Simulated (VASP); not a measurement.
Write the native input for VASP 6.6.1 that does the following.

- Task: single point
- Functional: r2SCAN
- Potentials or basis: VASP PAW PBE potentials, release 64 (Ba_sv, Ti_sv, O)
- Cutoff: 520 eV
- k mesh: 6 × 6 × 6
- Occupations: gaussian, width 0.01 eV
- Spin: no spin polarisation
- Dipole correction: no
- Further INCAR settings: ALGO = Normal; EDIFF = 1e-06; NBANDS = 28

The system is BaTiO3.

```
CELL_PARAMETERS angstrom
4.09120 0.00000 0.00000
0.00000 4.09120 0.00000
0.00000 0.00000 3.97287
ATOMIC_POSITIONS crystal
Ba 0.50000 0.50000 0.57907
Ti 0.00000 0.00000 0.09305
O 0.00000 0.50000 0.06620
O 0.50000 0.00000 0.06620
O 0.00000 0.00000 0.55547
```

This cell differs from its parent crystal: epitaxial xy strain +3.0%.

One way to write it, as run:

POSCAR

```
BaTiO3
1.0
    4.0912018989      0.0000000000      0.0000000000
    0.0000000000      4.0912018989      0.0000000000
    0.0000000000      0.0000000000      3.9728659414
Ba Ti O
1 1 3
Direct
    0.5000000000      0.5000000000      0.5790667284
    0.0000000000      0.0000000000      0.0930533304
    0.0000000000      0.5000000000      0.0662018466
    0.5000000000      0.0000000000      0.0662018466
    0.0000000000      0.0000000000      0.5554732380
```

INCAR.step1

```
SYSTEM = BaTiO3
PREC     = Accurate       ! precision mode
ENCUT    = 520            ! plane-wave cutoff, eV
ISMEAR   = 0              ! smearing method
SIGMA    = 0.01           ! smearing width, eV
LREAL    = .False.        ! projectors in reciprocal space
LASPH    = .True.         ! aspherical terms in the spheres
NELM     = 80             ! most SCF steps
NBANDS   = 28             ! bands
GGA      = PE             ! functional
ALGO     = Normal         ! electronic algorithm
EDIFF    = 1E-4           ! SCF threshold, eV
LWAVE    = .True.         ! write WAVECAR
LCHARG   = .False.        ! write CHGCAR
```

INCAR.step2

```
SYSTEM = BaTiO3
PREC     = Accurate       ! precision mode
ENCUT    = 520            ! plane-wave cutoff, eV
EDIFF    = 1E-6           ! SCF threshold, eV
ISMEAR   = 0              ! smearing method
SIGMA    = 0.01           ! smearing width, eV
LREAL    = .False.        ! projectors in reciprocal space
LASPH    = .True.         ! aspherical terms in the spheres
NELM     = 80             ! most SCF steps
ALGO     = Normal         ! electronic algorithm
ISIF     = 2              ! what is computed and relaxed
LWAVE    = .False.        ! write WAVECAR
LCHARG   = .False.        ! write CHGCAR
METAGGA  = R2SCAN         ! meta-GGA
LMIXTAU  = .True.       
NBANDS   = 28             ! bands
ISTART   = 1
```

KPOINTS

```
Automatic mesh
0
Gamma
  6 6 6
  0 0 0
```

Potentials or basis: VASP PAW PBE potentials, release 64 (Ba_sv, Ti_sv, O).

Command:

```console
$ cat potpaw_PBE.64/Ba_sv/POTCAR potpaw_PBE.64/Ti_sv/POTCAR potpaw_PBE.64/O/POTCAR > POTCAR
$ cp INCAR.step1 INCAR
$ mpirun -np 1 vasp_std > vasp.out
$ cp INCAR.step2 INCAR
$ mpirun -np 1 vasp_std > vasp.out
```

Results of the run:

The pressure is -3.6 GPa and the largest force is 0.145 eV/Å. The band gap on the k mesh is 2.10 eV (least direct gap 2.41 eV).

Caveat: the cell differs from its parent crystal (epitaxial xy strain +3.0%); the stress differs along the axes, from -6 to 2 GPa; the PAW data sets were made with another functional, which shifts forces and pressure a little; spin-orbit coupling is left out, which moves the levels of the heavy elements.

Wall time 8.2 min on 1 thread of Intel Xeon 8259CL, with other jobs on the host, peak memory 0.22 GiB.
